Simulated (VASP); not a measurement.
Input of a VASP 6.6.1 run:

File INCAR:

```
  PREC = Accurate
  ENCUT = 520
  EDIFF = 1E-6
  ISMEAR = -1
  SIGMA = 0.1
  LREAL = False
  LASPH = True
  NELM = 80
  ALGO = Normal
  ISIF = 2
  LWAVE = False
  LCHARG = False
  GGA = RE
  NBANDS = 7
```

File KPOINTS:

```
Automatic mesh
0
Gamma
  16 16 16
```

File POSCAR:

```
Be
1.0
    2.2733605803      0.0000000000      0.0000000000
    0.0000000000      2.2733605803      0.0000000000
    0.0000000000      0.0000000000      2.2733605803
Be
1
Direct
    0.0000000000      0.0000000000      0.0000000000
```

Potentials or basis: VASP PAW PBE potentials, release 64 (Be).

Run with:

```sh
$ cat potpaw_PBE.64/Be/POTCAR > POTCAR
$ mpirun -np 1 vasp_std > vasp.out
```

Problem. Estimate the band gap on the k mesh.

Solution. Zero (bands 1 and 2 overlap by 6.88 eV).

Problem. What does it give for the pressure?

Solution. -6.7 GPa.

Caveat: the cell stands under tension; the PAW data sets were made with another functional, which shifts forces and pressure a little.
